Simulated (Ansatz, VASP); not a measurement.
## PbS in VASP and in Ansatz

```
CELL_PARAMETERS angstrom
3.72532 0.00000 0.00000
0.00000 3.72532 0.00000
0.00000 0.00000 3.72532
ATOMIC_POSITIONS crystal
Pb 0.00000 0.00000 0.00000
S 0.50000 0.50000 0.50000
```

Alike in both runs: task single point; functional PBE0; k mesh 4 × 4 × 4; occupations fermi-dirac, width 0.05 eV; no spin polarisation.

|  | VASP | Ansatz |
| --- | --- | --- |
| version | VASP 6.6.1 | Ansatz 0.2.0 |
| potentials or method | VASP PAW PBE potentials, release 64 (Pb_d, S) | Ansatz PAW |
| plane-wave cutoff (eV) | 520 | 420 |
| valence electrons in the cell | 20 | 20 |

|  | VASP | Ansatz | Ansatz less VASP |
| --- | --- | --- | --- |
| gap on the k mesh at the Fermi level (eV) | 0.93 | 0.87 | -0.062 |
| least direct gap on the mesh (eV) | 1.59 | 1.52 | -0.071 |
| pressure (GPa) | -4.1 | -3.9 | +0.20 |

The k mesh is coarse, so the values compare programs but aren't converged. Neither program's run includes spin-orbit coupling.
